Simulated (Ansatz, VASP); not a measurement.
## Two plane-wave programs on ZnS

```
Zn S
1.0
     3.84351    0.00000    0.00000
    -1.92175    3.32857    0.00000
     0.00000    0.00000    6.21064
Zn S
2 2
Direct
  0.33333 0.66667 0.99903
  0.66667 0.33333 0.49903
  0.33333 0.66667 0.37597
  0.66667 0.33333 0.87597
```

Change from the starting cell: epitaxial_xy strain +1.0%.

Alike in both runs: task single point; functional PBE; k mesh 12 × 12 × 4; occupations fermi-dirac, width 0.02 eV; no spin polarisation.

```csv
,VASP,Ansatz
version,VASP 6.6.1,Ansatz 0.2.0
potentials or method,"VASP PAW PBE potentials, release 64 (Zn, S)","plane waves, PAW"
plane-wave cutoff (eV),520,420
valence electrons in the cell,36,36
```

|  | VASP | Ansatz | Ansatz less VASP |
| --- | --- | --- | --- |
| gap on the k mesh at the Fermi level (eV) | 2.19 | 2.19 | -0.004 |
| pressure (GPa) | 1.3 | 1.2 | -0.15 |
| traceless stress, the component that is largest in VASP (GPa) | 0.99 | 0.99 | -0.007 |
| rms of the force components (eV/Å) | 0.004 | 0.004 | -0.0003 |

Atom by atom the forces differ by 0.000 eV/Å (rms over components).
